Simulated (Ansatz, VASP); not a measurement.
Mn: VASP beside Ansatz

```
Mn
1.0
     3.85208    0.00000    0.00000
    -1.92604    3.33600    0.00000
     0.00000    0.00000    2.42435
Mn
3
Direct
  0.00000 0.00000 0.00000
  0.33333 0.66667 0.50000
  0.66667 0.33333 0.50000
```

Alike in both runs: functional PBEsol; k mesh 15 × 15 × 18; occupations gaussian, width 0.1 eV; no spin polarisation.

Ansatz relaxed the structure, and its values are those at the end. VASP's run is a single point on that final structure, the one shown.

|  | VASP | Ansatz |
| --- | --- | --- |
| version | VASP 6.6.1 | Ansatz 0.2.0 |
| potentials or method | VASP PAW PBE potentials, release 64 (Mn_pv), cutoff 520 eV | scalar-relativistic, plane waves, PAW |
| valence electrons in the cell | 39 | 45 |

VASP gave:

- gap on the k mesh at the Fermi level (eV): none
- pressure (GPa): 0.2

**Question.** Which values does Ansatz return?

**Answer.** gap on the k mesh at the Fermi level (eV): none; pressure (GPa): 0.0.

VASP's potentials were made for PBE, not for PBEsol. A gap of «none» marks a metal or a gap that the smearing closes. VASP's potentials hold 39 valence electrons a cell and Ansatz's 45, so a difference there can come from the potentials and not from the codes.
